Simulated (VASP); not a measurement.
Input of a VASP 6.6.1 run:

File INCAR:

```
SYSTEM = MoS2
PREC = Accurate ; ENCUT = 520
EDIFF = 1E-7 ; ISMEAR = -1
SIGMA = 0.03 ; LREAL = .False.
LASPH = .True. ; NELM = 100
ALGO = Normal ; ISIF = 2
LWAVE = .False. ; LCHARG = .False.
GGA = PE ; NBANDS = 35
```

Contents of KPOINTS:

```
regular mesh
0
Gamma
  10 10 3
  0 0 0
```

The input POSCAR:

```
MoS2
1.0
    3.1610016016      0.0000000000      0.0000000000
   -1.5805008008      2.7375076884      0.0000000000
    0.0000000000      0.0000000000     12.2950000000
Mo S
2 4
Direct
    0.3333333333      0.6666666667      0.2500000000
    0.6666666667      0.3333333333      0.7500000000
    0.3333333333      0.6666666667      0.6275000000
    0.6666666667      0.3333333333      0.1275000000
    0.3333333333      0.6666666667      0.8725000000
    0.6666666667      0.3333333333      0.3725000000
```

Potentials or basis: VASP PAW PBE potentials, release 64 (Mo_sv, S).

Run with:

```console
$ cat potpaw_PBE.64/Mo_sv/POTCAR potpaw_PBE.64/S/POTCAR > POTCAR
$ mpirun -np 1 vasp_std > vasp.out
```

Task: Predict the pressure.

Result: 8.7 GPa.

Task: Estimate the band gap on the k mesh.

Result: 0.88 eV, indirect (least direct gap 1.87 eV).

Stress tensor (GPa, compression positive):
```
 6.53  0.00  0.00
 0.00  6.53  0.00
 0.00  0.00 13.12
```

Caveat: this functional lacks dispersion, which binds the layers, so the pressure and a relaxed spacing across them are unreliable; forces of over 1 eV/Å act on the atoms, so gaps and moduli don't describe the material at rest. A k mesh can miss the band edges.
